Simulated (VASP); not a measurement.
# Pd in VASP: notebook

Aim: see how the results for Pd move with the level of theory and the settings. Levels: PBE, r2SCAN50, HF. Tasks: single point.

Program: VASP 6.6.1. These are calculated values, not measurements. Logs are shortened: lines on timing, memory, paths and dates and some standing lists are left out, and cuts for length are marked.

## Step 1: The cell of the first run

Symmetry: I4/mmm, No. 139, tetragonal system. The conventional cell has a = 2.780 Å, b = 2.780 Å, c = 3.893 Å, α = 90.00°, β = 90.00°, γ = 90.00°. Pd (site symmetry 4/mmm) has 12 Pd at 2.77 to 2.78 Å within 3.6 Å.

## Step 2: Single point, PBE

File INCAR:

```
SYSTEM = Pd
PREC = Accurate
ENCUT = 520
EDIFF = 1E-6
ISMEAR = -1
SIGMA = 0.05
LREAL = .FALSE.
LASPH = .TRUE.
NELM = 100
ALGO = Fast
ISIF = 2
LWAVE = .FALSE.
LCHARG = .FALSE.
GGA = PE
NBANDS = 11
```

File KPOINTS:

```
regular mesh
0
G
  10 10 10
  0 0 0
```

File POSCAR:

```
Pd
1.0
    0.0000000000      1.9659650000      1.9465000000
    1.9659650000      0.0000000000      1.9465000000
    1.9659650000      1.9659650000      0.0000000000
Pd
1
Direct
    0.0000000000      0.0000000000      0.0000000000
```

Potentials or basis: VASP PAW PBE potentials, release 64 (Pd).

Launch:

```
cat potpaw_PBE.64/Pd/POTCAR > POTCAR
mpirun -np 1 vasp_std > vasp.out
```

OUTCAR:

```text
SYSTEM = Pd
   PREC = Accurate
   ENCUT = 520
   EDIFF = 1E-6
   ISMEAR = -1
   LREAL = .FALSE.
   LASPH = .TRUE.
   NELM = 100
   ISIF = 2
   GGA = PE

 ion  position               nearest neighbor table
   1  0.000  0.000  0.000-

  LATTYP: Found a body centered tetragonal cell.
 ALAT       =     2.7802943662
 C/A-ratio  =     1.4002114479

  Lattice vectors:

 A1 = (   0.0000000000,  -1.9659650000,  -1.9465000000)
 A2 = (   0.0000000000,   1.9659650000,  -1.9465000000)
 A3 = (   1.9659650000,   0.0000000000,   1.9465000000)

Analysis of symmetry for initial positions (statically):
=====================================================================
 Subroutine PRICEL returns:
 Original cell was already a primitive cell.

 Routine SETGRP: Setting up the symmetry group for a
 body centered tetragonal supercell.

 Subroutine GETGRP returns: Found 16 space group operations
 (whereof 16 operations were pure point group operations)
 out of a pool of 16 trial point group operations.

The static configuration has the point symmetry D_4h.

Analysis of symmetry for dynamics (positions and initial velocities):
=====================================================================
 Subroutine PRICEL returns:
 Original cell was already a primitive cell.

 Routine SETGRP: Setting up the symmetry group for a
 body centered tetragonal supercell.

 Subroutine GETGRP returns: Found 16 space group operations
 (whereof 16 operations were pure point group operations)
 out of a pool of 16 trial point group operations.

The dynamic configuration has the point symmetry D_4h.

 Subroutine INISYM returns: Found 16 space group operations
 (whereof 16 operations are pure point group operations),
 and found     1 'primitive' translations

----------------------------------------------------------------------------------------

                                     Primitive cell

  volume of cell :      15.0465

  direct lattice vectors                    reciprocal lattice vectors
     0.000000000  1.965965000  1.946500000    -0.254328027  0.254328027  0.256871307
     1.965965000  0.000000000  1.946500000     0.254328027 -0.254328027  0.256871307
     1.965965000  1.965965000  0.000000000     0.254328027  0.254328027 -0.256871307

  length of vectors
     2.766564771  2.766564771  2.780294366     0.441982307  0.441982307  0.441982307

  position of ions in fractional coordinates (direct lattice)
     0.000000000  0.000000000  0.000000000

  ion indices of the primitive-cell ions
   primitive index   ion index
                 1           1

----------------------------------------------------------------------------------------

 KPOINTS: regular mesh

Automatic generation of k-mesh.
 Grid dimensions read from file:
 generate k-points for:   10   10   10

 Generating k-lattice:

  Cartesian coordinates                     Fractional coordinates (reciprocal lattice)
    -0.025432803  0.025432803  0.025687131     0.100000000  0.000000000  0.000000000
     0.025432803 -0.025432803  0.025687131     0.000000000  0.100000000  0.000000000
     0.025432803  0.025432803 -0.025687131     0.000000000  0.000000000  0.100000000

  Length of vectors
     0.044198231  0.044198231  0.044198231

  Shift w.r.t. Gamma in fractional coordinates (k-lattice)
     0.000000000  0.000000000  0.000000000

 Subroutine IBZKPT returns following result:
 ===========================================

 Found    102 irreducible k-points:

 Following reciprocal coordinates:
            Coordinates               Weight
  0.000000  0.000000  0.000000      1.000000
  0.100000  0.000000  0.000000      8.000000
  0.200000  0.000000  0.000000      8.000000
  0.300000  0.000000  0.000000      8.000000
  0.400000  0.000000  0.000000      8.000000
  0.500000  0.000000  0.000000      4.000000
[... 16 lines left out ...]
  0.300000  0.300000  0.000000      2.000000
  0.400000  0.300000  0.000000      8.000000
 [... further k-points ...]
   k-points           NKPTS =    102   k-points in BZ     NKDIM =    102   number of bands    NBANDS=     11
   number of dos      NEDOS =    301   number of ions     NIONS =      1
   total plane-waves  NPLWV =  13824
   dimension x,y,z NGX =    24 NGY =   24 NGZ =   24
   dimension x,y,z NGXF=    48 NGYF=   48 NGZF=   48
   ions per type =               1
   NGX,Y,Z   is equivalent  to a cutoff of  14.42, 14.42, 14.35 a.u.
   NGXF,Y,Z  is equivalent  to a cutoff of  28.84, 28.84, 28.70 a.u.
 SYSTEM =  Pd
   PREC   = accura    normal or accurate (medium, high low for compatibility)
   ISTART =      0    job   : 0-new  1-cont  2-samecut
   ICHARG =      2    charge: 1-file 2-atom 10-const
   ISPIN  =      1    spin polarized calculation?
   LNONCOLLINEAR =      F non collinear calculations
   LSORBIT =      F    spin-orbit coupling
   LASPH  =      T    aspherical Exc in radial PAW
   ENCUT  =  520.0 eV  38.22 Ry    6.18 a.u.   5.14  5.14  5.17*2*pi/ulx,y,z
   NELM   =    100;   NELMIN=  2; NELMDL= -5     # of ELM steps
   EDIFF  = 0.1E-05   stopping-criterion for ELM
   LREAL  =      F    real-space projection
   EDIFFG = 0.1E-04   stopping-criterion for IOM
   NSW    =      0    number of steps for IOM
   IBRION =     -1    ionic relax: 0-MD 1-quasi-New 2-CG
   NFREE  =      0    steps in history (QN), initial steepest desc. (CG)
   ISIF   =      2    stress and relaxation
   ISYM   =      2    0-nonsym 1-usesym 2-fastsym
   POTIM  = 0.5000    time-step for ionic-motion
   TEBEG  =    0.0;   TEEND  =   0.0 temperature during run
   PSTRESS=    0.0 pullay stress
   NELECT =      10.0000    total number of electrons
   NUPDOWN=      -1.0000    fix difference up-down
   EMIN   =  10.00;   EMAX   =-10.00  energy-range for DOS
   EFERMI =   0.00;   METHOD = LEGACY
   ISMEAR =    -1;   SIGMA  =   0.05  broadening in eV -4-tet -1-fermi 0-gaus
   EFERMI_NEDOS =   21; number of points for ismear=-14 and -15
   IALGO  =     68    algorithm
   IMIX   =      4    mixing-type and parameters
     AMIX     =   0.40;   BMIX     =  1.00
     AMIX_MAG =   1.60;   BMIX_MAG =  1.00
  volume/ion in A,a.u.               =      15.05       101.54
  Fermi-wavevector in a.u.,A,eV,Ry     =   1.428662  2.699780 27.770515  2.041075
  Thomas-Fermi vector in A             =   2.548700
   LORBIT       =      0    0 simple, 1 ext, 2 COOP (PROOUT), +10 PAW based schemes
   GGA     = PE    functional components
   LHFCALC =     F    Hartree Fock is set to
   AEXX    =    0.0000 exact exchange contribution
   IVDW    =     0    specifies the selected vdW correction
   LEPSILON=     F    determine dielectric tensor
   LRPA    =     F    only Hartree local field effects (RPA)
 non-spin polarized calculation
 RMM-DIIS sequential band-by-band and
  energy-cutoff  :      520.00
  volume of cell :       15.05
 maximum number of plane-waves:       416
 NGX is ok and might be reduce to    24
   NGX = 11   NGY = 11   NGZ = 11

 number of electron      10.0000000 magnetization

 number of electron       9.9999999 magnetization

 Free energy of the ion-electron system (eV)
  ---------------------------------------------------
  ext. energy  EPLUGINS =         0.00000000
  ---------------------------------------------------
  free energy    TOTEN  =        -5.23571459 eV

  energy without entropy =       -5.22017969  energy(sigma->0) =       -5.22794714

 E-fermi :   9.4634     XC(G=0): -13.0600

 val. band max:        9.4621688311   @ k =   0.5000   0.1000   0.0000
 cond. band min:       9.4795723044   @ k =   0.5000   0.0000   0.2000
 fundamental gap:      0.0174034732
 Fermi energy:         9.4634434419

 k-point     1 :       0.0000    0.0000    0.0000
  band No.  band energies     occupation
      1       2.4642      2.00000
      2       6.6767      2.00000
      3       6.6767      2.00000
      4       6.7656      2.00000
      5       8.2162      2.00000
      6       8.3098      2.00000
      7      26.6345      0.00000
      8      31.2182      0.00000
      9      31.2182      0.00000
     10      31.4493      0.00000
     11      36.4365      0.00000

 k-point     2 :       0.1000    0.0000    0.0000
  band No.  band energies     occupation
      1       2.8152      2.00000
      2       6.5872      2.00000
      3       6.7910      2.00000
      4       6.8559      2.00000
      5       8.1715      2.00000
      6       8.2563      2.00000
      7      26.9461      0.00000
      8      29.3229      0.00000
      9      31.6054      0.00000
     10      31.7580      0.00000
     11      36.8479      0.00000

 k-point     3 :       0.2000    0.0000    0.0000
  band No.  band energies     occupation
      1       3.7032      2.00000
      2       6.4803      2.00000
      3       6.9597      2.00000
      4       7.0317      2.00000
      5       8.2229      2.00000
      6       8.2730      2.00000
      7      25.5782      0.00000
      8      27.8203      0.00000
      9      32.5072      0.00000
     10      32.6385      0.00000
     11      35.1050      0.00000

 k-point     4 :       0.3000    0.0000    0.0000
  band No.  band energies     occupation
      1       4.3614      2.00000
      2       6.8771      2.00000
      3       6.9621      2.00000
      4       7.2353      2.00000
      5       8.6605      2.00000
      6       8.6648      2.00000
      7      21.9721      0.00000
      8      27.2210      0.00000
      9      32.4312      0.00000
     10      32.5540      0.00000
     11      35.3177      0.00000
[... 239 lines left out ...]
 k-point    22 :      -0.2000    0.2000    0.0000
  band No.  band energies     occupation
      1       5.2028      2.00000
      2       6.0343      2.00000
      3       6.8088      2.00000
      4       7.5815      2.00000
      5       7.7257      2.00000
      6      10.0704      0.00001
      7      23.7457      0.00000
      8      24.5679      0.00000
      9      29.8022      0.00000
     10      32.5479      0.00000
     11      33.4086      0.00000

 k-point    23 :       0.3000    0.3000    0.0000
  band No.  band energies     occupation
      1       4.7915      2.00000
      2       5.1984      2.00000
      3       8.4018      2.00000
      4       8.4018      2.00000
      5       8.4613      2.00000
      6       8.9653      1.99991
      7      25.8189      0.00000
      8      25.8189      0.00000
      9      26.5044      0.00000
     10      29.5493      0.00000
     11      31.1503      0.00000

 k-point    24 :       0.4000    0.3000    0.0000
  band No.  band energies     occupation
      1       4.7828      2.00000
      2       5.0489      2.00000
      3       8.0945      2.00000
      4       8.5122      2.00000
      5       9.3614      1.77018
      6      10.5723      0.00000
      7      22.9064      0.00000
      8      24.7319      0.00000
      9      24.8162      0.00000
     10      29.9711      0.00000
     11      32.2254      0.00000

 [... further k-points ...]
[... 5 lines left out ...]
  --------------------------------------------------------------------------------------
  -------------------------------------------------------------------------------------
  Total        0.2437063      0.2437063      0.2958054      0.0000000     -0.0000000      0.0000000
  in kB       25.9502352     25.9502352     31.4978311      0.0000000     -0.0000000      0.0000000
  external PRESSURE =      27.7994339 kB  Pullay stress =       0.0000000 kB

 VOLUME and BASIS-vectors are now :
 -----------------------------------------------------------------------------
  energy-cutoff  :      520.00
  volume of cell :       15.05
      direct lattice vectors                 reciprocal lattice vectors
     0.000000000  1.965965000  1.946500000    -0.254328027  0.254328027  0.256871307
     1.965965000  0.000000000  1.946500000     0.254328027 -0.254328027  0.256871307
     1.965965000  1.965965000  0.000000000     0.254328027  0.254328027 -0.256871307

 POSITION                                       TOTAL-FORCE (eV/Angst)
 -----------------------------------------------------------------------------------
      0.00000      0.00000      0.00000         0.000000      0.000000     -0.000000
 -----------------------------------------------------------------------------------
    total drift:                                0.000000     -0.000000     -0.000000

  FREE ENERGIE OF THE ION-ELECTRON SYSTEM (eV)
  ---------------------------------------------------
  free  energy   TOTEN  =        -5.2357145900 eV

  energy  without entropy=       -5.2201796877  energy(sigma->0) =       -5.22794714
```

Wall time 24 s (1 thread of AMD EPYC 7R43 (Zen 3), shared host); peak memory 0.12 GiB.

Results:

```
Free energy            : -5.2357 eV
Pressure               : 2.8 GPa
Band gap on the k mesh : zero (band 5 reaches 9.76 eV, above the bottom of band 6 at 8.26 eV)
```

Stress tensor (GPa, compression positive):
```
2.60 0.00 0.00
0.00 2.60 0.00
0.00 0.00 3.15
```

(Part 1 of 2 ends here.)
